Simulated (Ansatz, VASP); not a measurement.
Ir: VASP beside Ansatz

```
CELL_PARAMETERS angstrom
0.00000 1.97254 1.97254
1.97254 0.00000 1.97254
1.97254 1.97254 0.00000
ATOMIC_POSITIONS crystal
Ir 0.00000 0.00000 0.00000
```

Alike in both runs: task single point; functional r2SCAN; k mesh 23 × 23 × 23; occupations fermi-dirac, width 0.05 eV; collinear spin.

```csv
,VASP,Ansatz
version,VASP 6.6.1,Ansatz 0.2.0
potentials or method,"VASP PAW PBE potentials, release 64 (Ir), cutoff 520 eV","plane waves (500 eV) with PAW, scalar-relativistic"
valence electrons in the cell,9,17
```

|  | VASP | Ansatz | Ansatz less VASP |
| --- | --- | --- | --- |
| pressure (GPa) | -22.4 | -24.1 | -1.68 |
| net moment per atom (μB) | 0.00 | 0.00 | 0.000 |

VASP's potentials were made for PBE, not for r2SCAN. The functional is the same, so the differences come from potentials, cutoffs and numerics. VASP's potentials hold 9 valence electrons a cell and Ansatz's 17, so a difference there can come from the potentials and not from the codes. Ansatz's warnings: seeded moment not kept, stability check not made.

Spin-orbit coupling is off throughout.
